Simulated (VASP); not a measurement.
# AlCo (P4/mmm) in VASP: further runs

The runs below take AlCo through single point, with PBE.

Program: VASP 6.6.1. These are calculated values, not measurements. Logs are shortened: lines on timing, memory, paths and dates and some standing lists are left out, and cuts for length are marked.

## 1. The cell of the first run

The structure is tetragonal, space group P4/mmm (No. 123). The conventional cell has a = 2.937 Å, b = 2.937 Å, c = 2.852 Å, α = 90.00°, β = 90.00°, γ = 90.00°. Within 3.3 Å of Al (site symmetry 4/mmm) lie 8 Co at 2.52 Å and 6 Al at 2.85 to 2.94 Å. Co (site symmetry 4/mmm) has 8 Al at 2.52 Å and 6 Co at 2.85 to 2.94 Å within 3.3 Å.

## 2. Single point, PBE (strain +0.0300 x Voigt [1, 1, 0, 0, 0, 0])

INCAR reads:

```
SYSTEM = AlCo
ALGO     = Fast           ! electronic algorithm
EDIFF    = 1E-6           ! SCF threshold, eV
ENCUT    = 520            ! plane-wave cutoff, eV
GGA      = PE             ! functional
ISIF     = 2              ! what is computed and relaxed
ISMEAR   = 0              ! smearing method
LASPH    = .True.         ! aspherical terms in the spheres
LCHARG   = .False.        ! write CHGCAR
LREAL    = .False.        ! projectors in reciprocal space
LWAVE    = .False.        ! write WAVECAR
NBANDS   = 13             ! bands
NELM     = 80             ! most SCF steps
PREC     = Accurate       ! precision mode
SIGMA    = 0.15           ! smearing width, eV
```

KPOINTS reads:

```
k-points
0
Gamma
  22 22 22
  0 0 0
```

POSCAR reads:

```
AlCo
1.0
    2.9374594817      0.0000000000      0.0000000000
    0.0000000000      2.9374594817      0.0000000000
    0.0000000000      0.0000000000      2.8519024094
Al Co
1 1
Direct
    0.0000000000      0.0000000000      0.0000000000
    0.5000000000      0.5000000000      0.5000000000
```

Potentials or basis: VASP PAW PBE potentials, release 64 (Al, Co).

On the command line:

```bash
> cat potpaw_PBE.64/Al/POTCAR potpaw_PBE.64/Co/POTCAR > POTCAR
> mpirun -np 1 vasp_std > vasp.out
```

OUTCAR:

```text
SYSTEM = AlCo
   EDIFF = 1E-6
   ENCUT = 520
   GGA = PE
   ISIF = 2
   ISMEAR = 0
   LASPH = .True.
   LREAL = .False.
   NELM = 80
   PREC = Accurate

 ion  position               nearest neighbor table
   1  0.000  0.000  0.000-   2 2.52   2 2.52   2 2.52   2 2.52   2 2.52   2 2.52   2 2.52   2 2.52

   2  0.500  0.500  0.500-   1 2.52   1 2.52   1 2.52   1 2.52   1 2.52   1 2.52   1 2.52   1 2.52

  LATTYP: Found a simple tetragonal cell.
 ALAT       =     2.9374594817
 C/A-ratio  =     0.9708737864

  Lattice vectors:

 A1 = (   2.9374594817,   0.0000000000,   0.0000000000)
 A2 = (   0.0000000000,   2.9374594817,   0.0000000000)
 A3 = (   0.0000000000,   0.0000000000,   2.8519024094)

Analysis of symmetry for initial positions (statically):
=====================================================================
 Subroutine PRICEL returns:
 Original cell was already a primitive cell.

 Routine SETGRP: Setting up the symmetry group for a
 simple tetragonal supercell.

 Subroutine GETGRP returns: Found 16 space group operations
 (whereof 16 operations were pure point group operations)
 out of a pool of 16 trial point group operations.

The static configuration has the point symmetry D_4h.

Analysis of symmetry for dynamics (positions and initial velocities):
=====================================================================
 Subroutine PRICEL returns:
 Original cell was already a primitive cell.

 Routine SETGRP: Setting up the symmetry group for a
 simple tetragonal supercell.

 Subroutine GETGRP returns: Found 16 space group operations
 (whereof 16 operations were pure point group operations)
 out of a pool of 16 trial point group operations.

The dynamic configuration has the point symmetry D_4h.

 Subroutine INISYM returns: Found 16 space group operations
 (whereof 16 operations are pure point group operations),
 and found     1 'primitive' translations

----------------------------------------------------------------------------------------

                                     Primitive cell

  volume of cell :      24.6081

  direct lattice vectors                    reciprocal lattice vectors
     2.937459482  0.000000000  0.000000000     0.340430228  0.000000000  0.000000000
     0.000000000  2.937459482  0.000000000     0.000000000  0.340430228  0.000000000
     0.000000000  0.000000000  2.851902409     0.000000000  0.000000000  0.350643134

  length of vectors
     2.937459482  2.937459482  2.851902409     0.340430228  0.340430228  0.350643134

  position of ions in fractional coordinates (direct lattice)
     0.000000000  0.000000000  0.000000000
     0.500000000  0.500000000  0.500000000

  ion indices of the primitive-cell ions
   primitive index   ion index
                 1           1
                 2           2

----------------------------------------------------------------------------------------

 KPOINTS: k-points

Automatic generation of k-mesh.
 Grid dimensions read from file:
 generate k-points for:   22   22   22

 Generating k-lattice:

  Cartesian coordinates                     Fractional coordinates (reciprocal lattice)
     0.015474101  0.000000000  0.000000000     0.045454545  0.000000000  0.000000000
     0.000000000  0.015474101  0.000000000     0.000000000  0.045454545  0.000000000
     0.000000000  0.000000000  0.015938324     0.000000000  0.000000000  0.045454545

  Length of vectors
     0.015474101  0.015474101  0.015938324

  Shift w.r.t. Gamma in fractional coordinates (k-lattice)
     0.000000000  0.000000000  0.000000000

 Subroutine IBZKPT returns following result:
 ===========================================

 Found    936 irreducible k-points:

 Following reciprocal coordinates:
            Coordinates               Weight
  0.000000  0.000000  0.000000      1.000000
  0.045455  0.000000  0.000000      4.000000
  0.090909  0.000000  0.000000      4.000000
  0.136364  0.000000  0.000000      4.000000
  0.181818  0.000000  0.000000      4.000000
  0.227273  0.000000  0.000000      4.000000
[... 16 lines left out ...]
  0.500000  0.045455  0.000000      4.000000
  0.090909  0.090909  0.000000      4.000000
 [... further k-points ...]
   k-points           NKPTS =    936   k-points in BZ     NKDIM =    936   number of bands    NBANDS=     13
   number of dos      NEDOS =    301   number of ions     NIONS =      2
   total plane-waves  NPLWV =  13824
   dimension x,y,z NGX =    24 NGY =   24 NGZ =   24
   dimension x,y,z NGXF=    48 NGYF=   48 NGZF=   48
   ions per type =               1   1
   NGX,Y,Z   is equivalent  to a cutoff of  13.58, 13.58, 13.99 a.u.
   NGXF,Y,Z  is equivalent  to a cutoff of  27.17, 27.17, 27.98 a.u.
 SYSTEM =  AlCo
   PREC   = accura    normal or accurate (medium, high low for compatibility)
   ISTART =      0    job   : 0-new  1-cont  2-samecut
   ICHARG =      2    charge: 1-file 2-atom 10-const
   ISPIN  =      1    spin polarized calculation?
   LNONCOLLINEAR =      F non collinear calculations
   LSORBIT =      F    spin-orbit coupling
   LASPH  =      T    aspherical Exc in radial PAW
   ENCUT  =  520.0 eV  38.22 Ry    6.18 a.u.   5.46  5.46  5.30*2*pi/ulx,y,z
   NELM   =     80;   NELMIN=  2; NELMDL= -5     # of ELM steps
   EDIFF  = 0.1E-05   stopping-criterion for ELM
   LREAL  =      F    real-space projection
   EDIFFG = 0.1E-04   stopping-criterion for IOM
   NSW    =      0    number of steps for IOM
   IBRION =     -1    ionic relax: 0-MD 1-quasi-New 2-CG
   NFREE  =      0    steps in history (QN), initial steepest desc. (CG)
   ISIF   =      2    stress and relaxation
   ISYM   =      2    0-nonsym 1-usesym 2-fastsym
   POTIM  = 0.5000    time-step for ionic-motion
   TEBEG  =    0.0;   TEEND  =   0.0 temperature during run
   PSTRESS=    0.0 pullay stress
   NELECT =      12.0000    total number of electrons
   NUPDOWN=      -1.0000    fix difference up-down
   EMIN   =  10.00;   EMAX   =-10.00  energy-range for DOS
   EFERMI =   0.00;   METHOD = LEGACY
   ISMEAR =     0;   SIGMA  =   0.15  broadening in eV -4-tet -1-fermi 0-gaus
   EFERMI_NEDOS =   21; number of points for ismear=-14 and -15
   IALGO  =     68    algorithm
   IMIX   =      4    mixing-type and parameters
     AMIX     =   0.40;   BMIX     =  1.00
     AMIX_MAG =   1.60;   BMIX_MAG =  1.00
  volume/ion in A,a.u.               =      12.30        83.03
  Fermi-wavevector in a.u.,A,eV,Ry     =   1.288573  2.435050 22.591399  1.660421
  Thomas-Fermi vector in A             =   2.420519
   LORBIT       =      0    0 simple, 1 ext, 2 COOP (PROOUT), +10 PAW based schemes
   GGA     = PE    functional components
   LHFCALC =     F    Hartree Fock is set to
   AEXX    =    0.0000 exact exchange contribution
   IVDW    =     0    specifies the selected vdW correction
   LEPSILON=     F    determine dielectric tensor
   LRPA    =     F    only Hartree local field effects (RPA)
 non-spin polarized calculation
 RMM-DIIS sequential band-by-band and
 Gauss-broadening in eV      SIGMA  =   0.15
  energy-cutoff  :      520.00
  volume of cell :       24.61
 maximum number of plane-waves:       679
 NGX is ok and might be reduce to    24
   NGX = 11   NGY = 11   NGZ = 11

 number of electron      12.0000002 magnetization

 Free energy of the ion-electron system (eV)
  ---------------------------------------------------
  ext. energy  EPLUGINS =         0.00000000
  ---------------------------------------------------
  free energy    TOTEN  =       -11.94325808 eV

  energy without entropy =      -11.93144440  energy(sigma->0) =      -11.93735124

 E-fermi :   9.7417     XC(G=0): -11.9714

 val. band max:        9.7371502156   @ k =   0.3636   0.3182   0.4545
 cond. band min:       9.7436575009   @ k =   0.4091   0.0000   0.4545
 fundamental gap:      0.0065072853
 Fermi energy:         9.7417276798

 k-point     1 :       0.0000    0.0000    0.0000
  band No.  band energies     occupation
      1      -0.8900      2.00000
      2       7.0581      2.00000
      3       7.1050      2.00000
      4       8.9367      2.00000
      5       9.0429      2.00000
      6       9.0429      2.00000
      7      15.1017      0.00000
      8      15.1017      0.00000
      9      16.1430      0.00000
     10      18.1570      0.00000
     11      18.3291      0.00000
     12      23.8152      0.00000
     13      30.6020      0.00000

 k-point     2 :       0.0455    0.0000    0.0000
  band No.  band energies     occupation
      1      -0.8532      2.00000
      2       7.0559      2.00000
      3       7.1112      2.00000
      4       8.9164      2.00000
      5       9.0258      2.00000
      6       9.0447      2.00000
      7      14.7204      0.00000
      8      15.1547      0.00000
      9      16.1927      0.00000
     10      18.2563      0.00000
     11      18.5932      0.00000
     12      23.9240      0.00000
     13      29.7001      0.00000

 k-point     3 :       0.0909    0.0000    0.0000
  band No.  band energies     occupation
      1      -0.7430      2.00000
      2       7.0393      2.00000
      3       7.1346      2.00000
      4       8.8587      2.00000
      5       8.9768      2.00000
      6       9.0501      2.00000
      7      13.9004      0.00000
      8      15.3110      0.00000
      9      16.3399      0.00000
     10      18.2600      0.00000
     11      19.3440      0.00000
     12      24.2650      0.00000
     13      28.6960      0.00000

 k-point     4 :       0.1364    0.0000    0.0000
  band No.  band energies     occupation
      1      -0.5602      2.00000
      2       6.9905      2.00000
      3       7.1770      2.00000
      4       8.7711      2.00000
      5       8.9017      2.00000
      6       9.0586      2.00000
      7      12.9801      0.00000
      8      15.5634      0.00000
      9      16.5789      0.00000
     10      18.2466      0.00000
     11      20.1425      0.00000
     12      24.8703      0.00000
     13      27.6082      0.00000

 k-point     5 :       0.1818    0.0000    0.0000
  band No.  band energies     occupation
      1      -0.3059      2.00000
      2       6.8849      2.00000
      3       7.2345      2.00000
      4       8.6642      2.00000
      5       8.8090      2.00000
      6       9.0696      2.00000
      7      12.0991      0.00000
      8      15.9018      0.00000
      9      16.9019      0.00000
     10      18.2259      0.00000
     11      20.8430      0.00000
     12      25.7507      0.00000
     13      26.5270      0.00000
[... 257 lines left out ...]
 k-point    22 :       0.4545    0.0455    0.0000
  band No.  band energies     occupation
      1       2.5951      2.00000
      2       3.9926      2.00000
      3       7.5973      2.00000
      4       8.1247      2.00000
      5       8.3430      2.00000
      6       9.1187      2.00000
      7       9.8605      0.26287
      8      17.7431      0.00000
      9      19.1463      0.00000
     10      20.2106      0.00000
     11      20.8527      0.00000
     12      21.8066      0.00000
     13      23.9793      0.00000

 k-point    23 :       0.5000    0.0455    0.0000
  band No.  band energies     occupation
      1       3.0977      2.00000
      2       3.4650      2.00000
      3       7.6092      2.00000
      4       8.1109      2.00000
      5       8.3305      2.00000
      6       9.1206      2.00000
      7       9.8405      0.35194
      8      17.8113      0.00000
      9      19.3491      0.00000
     10      20.5338      0.00000
     11      20.7291      0.00000
     12      21.2416      0.00000
     13      24.2007      0.00000

 k-point    24 :       0.0909    0.0909    0.0000
  band No.  band energies     occupation
      1      -0.5968      2.00000
      2       7.0505      2.00000
      3       7.1412      2.00000
      4       8.7720      2.00000
      5       8.9695      2.00000
      6       9.0003      2.00000
      7      13.8981      0.00000
      8      14.2766      0.00000
      9      16.5344      0.00000
     10      18.9707      0.00000
     11      19.8391      0.00000
     12      24.6669      0.00000
     13      27.1811      0.00000

 [... further k-points ...]

------------------------ aborting loop because EDIFF is reached ----------------------------------------

  FORCE on cell =-STRESS in cart. coord.  units (eV):
  Direction    XX          YY          ZZ          XY          YZ          ZX
  --------------------------------------------------------------------------------------
  -------------------------------------------------------------------------------------
  Total       -1.6770647     -1.6770647     -0.9951156      0.0000000      0.0000000      0.0000000
  in kB     -109.1897750   -109.1897750    -64.7896608      0.0000000      0.0000000      0.0000000
  external PRESSURE =     -94.3897369 kB  Pullay stress =       0.0000000 kB

 VOLUME and BASIS-vectors are now :
 -----------------------------------------------------------------------------
  energy-cutoff  :      520.00
  volume of cell :       24.61
      direct lattice vectors                 reciprocal lattice vectors
     2.937459482  0.000000000  0.000000000     0.340430228  0.000000000  0.000000000
     0.000000000  2.937459482  0.000000000     0.000000000  0.340430228  0.000000000
     0.000000000  0.000000000  2.851902409     0.000000000  0.000000000  0.350643134

 POSITION                                       TOTAL-FORCE (eV/Angst)
 -----------------------------------------------------------------------------------
      0.00000      0.00000      0.00000         0.000000      0.000000      0.000000
      1.46873      1.46873      1.42595         0.000000      0.000000      0.000000
 -----------------------------------------------------------------------------------
    total drift:                                0.000000     -0.000000     -0.000000

  FREE ENERGIE OF THE ION-ELECTRON SYSTEM (eV)
  ---------------------------------------------------
  free  energy   TOTEN  =       -11.9432580802 eV

  energy  without entropy=      -11.9314444041  energy(sigma->0) =      -11.93735124
```

Wall time 3.4 min (1 thread of AMD EPYC 7R13 (Zen 3), shared host); peak memory 0.38 GiB.

Results:

```yaml
Free_energy: -11.9433 eV
Pressure: -9.4 GPa
Band_gap_on_the_k_mesh: zero (bands 6 and 7 overlap by 2.64 eV)
```

Stress tensor (GPa, compression positive):
```
-10.92   0.00   0.00
  0.00 -10.92   0.00
  0.00   0.00  -6.48
```

Caveat: the cell differs from its parent crystal (strain +0.0300 x Voigt [1, 1, 0, 0, 0, 0]); the cell stands under tension; the run has no spin polarisation, though such a crystal can be magnetic. Spin polarisation is off, so any magnetic state and its effect on volume and gap are missing.

## 3. Single point, PBE (strain +0.0450 x Voigt [1, 1, 0, 0, 0, 0])

INCAR reads:

```
PREC     = Accurate       # precision mode
ENCUT    = 520            # plane-wave cutoff, eV
EDIFF    = 1E-7           # SCF threshold, eV
ISMEAR   = 0              # smearing method
SIGMA    = 0.15           # smearing width, eV
LREAL    = F              # projectors in reciprocal space
LASPH    = T              # aspherical terms in the spheres
NELM     = 80             # most SCF steps
ALGO     = Fast           # electronic algorithm
ISIF     = 2              # what is computed and relaxed
LWAVE    = F              # write WAVECAR
LCHARG   = F              # write CHGCAR
GGA      = PE             # functional
NBANDS   = 13             # bands
```

KPOINTS reads:

```
regular mesh
0
Gamma
  22 22 22
```

POSCAR reads:

```
AlCo
1.0
    2.9802380178      0.0000000000      0.0000000000
    0.0000000000      2.9802380178      0.0000000000
    0.0000000000      0.0000000000      2.8519024094
Al Co
1 1
Direct
    0.0000000000      0.0000000000      0.0000000000
    0.5000000000      0.5000000000      0.5000000000
```

Potentials or basis: VASP PAW PBE potentials, release 64 (Al, Co).

On the command line:

```bash
> cat potpaw_PBE.64/Al/POTCAR potpaw_PBE.64/Co/POTCAR > POTCAR
> mpirun -np 1 vasp_std > vasp.out
```

Run time: 3.9 min. Hardware: 1 thread of AMD EPYC 7R13 (Zen 3), shared host; peak memory 0.39 GiB.

The run converged. Its results:

- Free energy: -11.8853 eV
- Pressure: -12.8 GPa
- Band gap on the k mesh: zero (bands 6 and 7 overlap by 2.65 eV)

Stress tensor (GPa, compression positive):
```
-14.94   0.00   0.00
  0.00 -14.94   0.00
  0.00   0.00  -8.63
```

Levels at points of the mesh, in eV from the Fermi level:
```tsv
k point	band 4	band 5	band 6	band 7	band 8	band 9
(0.00, 0.00, 0.00)	-0.78	-0.63	-0.63	5.09	5.09	6.61
(0.50, 0.00, 0.00)	-1.57	-1.28	-0.55	0.07	8.26	9.65
(0.50, 0.50, 0.00)	-2.62	-1.12	-1.12	-0.25	1.96	2.76
(0.00, 0.00, 0.50)	-1.54	-1.54	-0.66	0.43	8.34	9.80
(0.50, 0.00, 0.50)	-2.20	-1.34	-1.31	-0.13	2.37	3.11
(0.50, 0.50, 0.50)	-0.20	-0.06	2.41	2.41	2.54	3.37
```

Caveat: the cell differs from its parent crystal (strain +0.0450 x Voigt [1, 1, 0, 0, 0, 0]); the cell stands under tension; the run has no spin polarisation, though such a crystal can be magnetic.
